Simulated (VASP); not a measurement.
# Zr3H (P6/mmm) in VASP: further runs, part 2 of 2

VASP 6.6.1. Earlier steps stand in the parts before.

## 5. Single point, PBE, collinear spin, ferromagnetic start

This run uses another cell than the first one, of 20.60 Å³/atom, 1.301 times its volume.

Contents of INCAR:

```
PREC = Accurate
ENCUT = 520
EDIFF = 1E-6
ISMEAR = 0
SIGMA = 0.1
LREAL = False
LASPH = True
NELM = 150
ALGO = Normal
ISIF = 2
LWAVE = False
LCHARG = True
ISPIN = 2
MAGMOM = 1 1 1 0
LORBIT = 11
LMAXMIX = 4
GGA = PE
LELF = True
LVHAR = True
NBANDS = 30
```

Contents of KPOINTS:

```
regular mesh
0
Gamma
  6 6 6
```

Contents of POSCAR:

```
Zr3H
1.0
    5.6627105025      0.0000000000      0.0000000000
   -2.8313552512      4.9040511494      0.0000000000
    0.0000000000      0.0000000000      2.9674062605
Zr H
3 1
Direct
    0.5000000000      0.0000000000      0.5000000000
    0.0000000000      0.5000000000      0.5000000000
    0.5000000000      0.5000000000      0.5000000000
    0.0000000000      0.0000000000      0.5000000000
```

On the command line:

```sh
cat potpaw_PBE.64/Zr_sv/POTCAR potpaw_PBE.64/H/POTCAR > POTCAR
mpirun -np 1 vasp_std > vasp.out
```

Run time: 2.1 min. Hardware: 1 thread of Intel Xeon 6975P-C, shared host; peak memory 0.28 GiB.

It converged, with:

- Free energy: -25.3911 eV
- Pressure: 0.1 GPa
- Net moment: 0.00 μB per cell
- Valence electrons inside the program's atomic spheres: Zr 10.02; H 0.41

Stress tensor (GPa, compression positive):
```
0.02 0.00 0.00
0.00 0.02 0.00
0.00 0.00 0.22
```

Levels at points of the mesh, in eV from the Fermi level:
Spin up:
```tsv
k point	band 16	band 17	band 18	band 19	band 20	band 21	band 22	band 23
(0.00, 0.00, 0.00)	-1.63	-1.63	-0.50	-0.50	1.57	2.34	2.52	2.52
(0.50, 0.00, 0.00)	-1.37	-0.93	-0.89	0.36	0.44	0.60	0.86	2.33
(0.00, 0.00, 0.50)	-1.57	-1.57	-0.61	-0.61	0.53	2.71	3.48	3.48
(0.50, 0.00, 0.50)	-1.23	-1.19	-0.41	0.22	0.52	1.72	1.81	1.88
```
Spin down:
```csv
k point,band 16,band 17,band 18,band 19,band 20,band 21,band 22,band 23
"(0.00, 0.00, 0.00)",-1.63,-1.63,-0.50,-0.50,1.57,2.34,2.52,2.52
"(0.50, 0.00, 0.00)",-1.37,-0.93,-0.89,0.36,0.44,0.60,0.86,2.33
"(0.00, 0.00, 0.50)",-1.57,-1.57,-0.61,-0.61,0.53,2.71,3.48,3.48
"(0.50, 0.00, 0.50)",-1.23,-1.19,-0.41,0.22,0.52,1.72,1.81,1.88
```

## 6. Single point, PBE

This run uses another cell than the first one, of 20.75 Å³/atom, 1.310 times its volume.

Contents of INCAR:

```
SYSTEM = Zr3H
  PREC = Accurate
  ENCUT = 520
  EDIFF = 1E-7
  ISMEAR = 0
  SIGMA = 0.1
  LREAL = .FALSE.
  LASPH = .TRUE.
  NELM = 60
  ALGO = Normal
  ISIF = 2
  LWAVE = .FALSE.
  LCHARG = .FALSE.
  GGA = PE
  NBANDS = 26
```

Contents of KPOINTS:

```
regular mesh
0
G
  12 12 16
  0 0 0
```

Contents of POSCAR:

```
Zr3H
1.0
    5.6564105652      0.0000000000      0.0000000000
   -2.8282052826      4.8985952437      0.0000000000
    0.0000000000      0.0000000000      2.9956737576
Zr H
3 1
Direct
    0.5000000000      0.0000000000      0.5000000000
    0.0000000000      0.5000000000      0.5000000000
    0.5000000000      0.5000000000      0.5000000000
    0.0000000000      0.0000000000      0.5000000000
```

Potentials or basis: VASP PAW PBE potentials, release 64 (Zr_sv, H).

On the command line:

```sh
cat potpaw_PBE.64/Zr_sv/POTCAR potpaw_PBE.64/H/POTCAR > POTCAR
mpirun -np 1 vasp_std > vasp.out
```

OUTCAR:

```text
SYSTEM = Zr3H
   PREC = Accurate
   ENCUT = 520
   EDIFF = 1E-7
   ISMEAR = 0
   LREAL = .FALSE.
   LASPH = .TRUE.
   NELM = 60
   ISIF = 2
   GGA = PE

 ion  position               nearest neighbor table
   1  0.500  0.000  0.500-   2 2.83   3 2.83   3 2.83   2 2.83
   2  0.000  0.500  0.500-   3 2.83   3 2.83   1 2.83   1 2.83
   3  0.500  0.500  0.500-   2 2.83   2 2.83   1 2.83   1 2.83
   4  0.000  0.000  0.500-

  LATTYP: Found a hexagonal cell.
 ALAT       =     5.6564105652
 C/A-ratio  =     0.5296068457

  Lattice vectors:

 A1 = (   5.6564105652,   0.0000000000,   0.0000000000)
 A2 = (  -2.8282052826,   4.8985952437,   0.0000000000)
 A3 = (   0.0000000000,   0.0000000000,   2.9956737576)

Analysis of symmetry for initial positions (statically):
=====================================================================
 Subroutine PRICEL returns:
 Original cell was already a primitive cell.

 Routine SETGRP: Setting up the symmetry group for a
 hexagonal supercell.

 Subroutine GETGRP returns: Found 24 space group operations
[... 163 lines left out ...]
  ext. energy  EPLUGINS =         0.00000000
  ---------------------------------------------------
  free energy    TOTEN  =       -25.34820066 eV

  energy without entropy =      -25.32475173  energy(sigma->0) =      -25.33647619

 E-fermi :   6.7862     XC(G=0): -10.2911

 val. band max:        6.7807477920   @ k =   0.3333   0.0833   0.3125
 cond. band min:       6.7891094865   @ k =   0.1667   0.0833   0.2500
 fundamental gap:      0.0083616946
 Fermi energy:         6.7861709368

 k-point     1 :       0.0000    0.0000    0.0000
  band No.  band energies     occupation
      1     -41.8357      2.00000
      2     -41.5487      2.00000
      3     -41.5487      2.00000
      4     -20.8897      2.00000
      5     -20.2518      2.00000
      6     -20.2518      2.00000
[... 685 lines left out ...]
     25      10.1266      0.00000
     26      10.2515      0.00000

 [... further k-points ...]
[... 5 lines left out ...]
  --------------------------------------------------------------------------------------
  -------------------------------------------------------------------------------------
  Total        0.0256307      0.0256307      0.0004391      0.0000000      0.0000000      0.0000000
  in kB        0.4947245      0.4947245      0.0084747      0.0000000      0.0000000      0.0000000
  external PRESSURE =       0.3326412 kB  Pullay stress =       0.0000000 kB

 VOLUME and BASIS-vectors are now :
 -----------------------------------------------------------------------------
  energy-cutoff  :      520.00
  volume of cell :       83.01
      direct lattice vectors                 reciprocal lattice vectors
     5.656410565  0.000000000  0.000000000     0.176790562  0.102070078  0.000000000
    -2.828205283  4.898595244  0.000000000     0.000000000  0.204140157  0.000000000
     0.000000000  0.000000000  2.995673758     0.000000000  0.000000000  0.333814721

 POSITION                                       TOTAL-FORCE (eV/Angst)
 -----------------------------------------------------------------------------------
      2.82821      0.00000      1.49784        -0.000000      0.000000      0.000000
     -1.41410      2.44930      1.49784         0.000000      0.000000      0.000000
      1.41410      2.44930      1.49784        -0.000000      0.000000      0.000000
      0.00000      0.00000      1.49784        -0.000000      0.000000      0.000000
 -----------------------------------------------------------------------------------
    total drift:                                0.000000     -0.000000      0.000000

  FREE ENERGIE OF THE ION-ELECTRON SYSTEM (eV)
  ---------------------------------------------------
  free  energy   TOTEN  =       -25.3482006608 eV

  energy  without entropy=      -25.3247517284  energy(sigma->0) =      -25.33647619
```

OSZICAR:

```text
N       E                     dE             d eps       ncg     rms          rms(c)
DAV:   1     0.364877735239E+03    0.36488E+03   -0.19535E+04  8916   0.137E+03
DAV:   2     0.287911643028E+01   -0.36200E+03   -0.35521E+03 10174   0.411E+02
DAV:   3    -0.249293196993E+02   -0.27808E+02   -0.27127E+02 16606   0.808E+01
DAV:   4    -0.262294540920E+02   -0.13001E+01   -0.12907E+01 11960   0.188E+01
DAV:   5    -0.262802219340E+02   -0.50768E-01   -0.50735E-01 13968   0.302E+00    0.184E+01
DAV:   6    -0.254388222772E+02    0.84140E+00   -0.14339E+00 10612   0.747E+00    0.789E+00
DAV:   7    -0.253359477395E+02    0.10287E+00   -0.85525E-01 14180   0.505E+00    0.139E+00
DAV:   8    -0.253468243335E+02   -0.10877E-01   -0.61296E-02 12424   0.147E+00    0.535E-01
DAV:   9    -0.253481290078E+02   -0.13047E-02   -0.45200E-03 12498   0.473E-01    0.145E-01
DAV:  10    -0.253482105405E+02   -0.81533E-04   -0.70455E-04 13170   0.184E-01    0.171E-02
DAV:  11    -0.253482035203E+02    0.70202E-05   -0.30198E-05 13314   0.348E-02    0.820E-03
DAV:  12    -0.253482000249E+02    0.34954E-05   -0.41477E-06 11890   0.138E-02    0.203E-03
DAV:  13    -0.253482007877E+02   -0.76278E-06   -0.29217E-07  9906   0.353E-03    0.134E-03
DAV:  14    -0.253482006169E+02    0.17083E-06   -0.33540E-08  6500   0.138E-03    0.205E-04
DAV:  15    -0.253482006608E+02   -0.43945E-07   -0.93994E-09  6008   0.625E-04
   1 F= -.25348201E+02 E0= -.25336476E+02  d E =-.234489E-01
```

It took 5.4 min on 1 thread of Intel Xeon 6975P-C, shared host; peak memory 0.41 GiB.

What came out:

```yaml
Free_energy: -25.3482 eV
Pressure: 0.0 GPa
```

## 7. The runs side by side

| task | spin | cell | k mesh | cutoff (eV) | gap on the mesh (eV) | pressure (GPa) |
| --- | --- | --- | --- | --- | --- | --- |
| single point | off | a = 4.430, b = 4.430, c = 3.726 Å, angles 90.0, 90.0, 120.0°, 4 atoms | 6 × 6 × 6 | 520 | none | 74.6 |
| single point | off | a = 5.663, b = 5.663, c = 2.967 Å, angles 90.0, 90.0, 120.0°, 4 atoms | 6 × 6 × 6 | 520 | none | 0.1 |
| relaxation of cell and atoms | off | relaxed from a = 4.430, b = 4.430, c = 3.726 Å, angles 90.0, 90.0, 120.0°, 4 atoms | 6 × 6 × 6 | 600 | none | 0.0 |
| single point | collinear, ferromagnetic start | a = 5.663, b = 5.663, c = 2.967 Å, angles 90.0, 90.0, 120.0°, 4 atoms | 6 × 6 × 6 | 520 | none | 0.1 |
| single point | off | a = 5.656, b = 5.656, c = 2.996 Å, angles 90.0, 90.0, 120.0°, 4 atoms | 12 × 12 × 16 | 520 | none | 0.0 |

Alike in all rows: level PBE; potentials or basis VASP PAW PBE potentials, release 64 (Zr_sv, H); smearing gaussian 0.1 eV.

Caveats: the volume moved by over 15 % at a fixed basis, so the end points are rough (some runs).

Absolute energies hang on the potentials; compare differences alone.
